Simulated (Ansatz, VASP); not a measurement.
**Two plane-wave programs on AlOsC4N4**

```
Al Os C N
1.0
     5.89613    0.00000    0.00000
     0.00000    5.89613    0.00000
     0.00000    0.00000    5.89613
Al Os C N
1 1 4 4
Direct
  0.00000 0.00000 0.00000
  0.50000 0.50000 0.50000
  0.19206 0.19206 0.19206
  0.19206 0.80794 0.80794
  0.80794 0.19206 0.80794
  0.80794 0.80794 0.19206
  0.30751 0.30751 0.30751
  0.30751 0.69249 0.69249
  0.69249 0.30751 0.69249
  0.69249 0.69249 0.30751
```

Alike in both runs: functional PBE; k mesh 6 × 6 × 6; occupations gaussian, width 0.01 eV; collinear spin.

Ansatz relaxed the structure, and its values are those at the end. VASP's run is a single point on that final structure, the one shown.

|  | VASP | Ansatz |
| --- | --- | --- |
| version | VASP 6.6.1 | Ansatz 0.2.0 |
| potentials or method | VASP PAW PBE potentials, release 64 (Al, Os, C, N), cutoff 520 eV | scalar-relativistic, plane waves, PAW |
| valence electrons in the cell | 47 | 55 |

|  | VASP | Ansatz | Ansatz less VASP |
| --- | --- | --- | --- |
| gap on the k mesh at the Fermi level (eV) | 0.23 | 0.22 | -0.004 |
| least direct gap on the mesh (eV) | 0.61 | 0.61 | -0.003 |
| pressure (GPa) | 0.5 | 0.0 | -0.47 |
| rms of the force components (eV/Å) | 0.126 | 0.003 | -0.1229 |
| net moment per atom (μB) | 0.30 | 0.30 | 0.000 |
| size of the moment on the site where the two differ most (μB) | 1.68 | 0.94 | -0.745 |

Site moments also hang on the region over which each program counts them. VASP's potentials hold 47 valence electrons a cell and Ansatz's 55, so a difference there can come from the potentials and not from the codes.

Neither program's run includes spin-orbit coupling. Noted on VASP's run: the standard files for N, O and F lose accuracy on very short bonds.
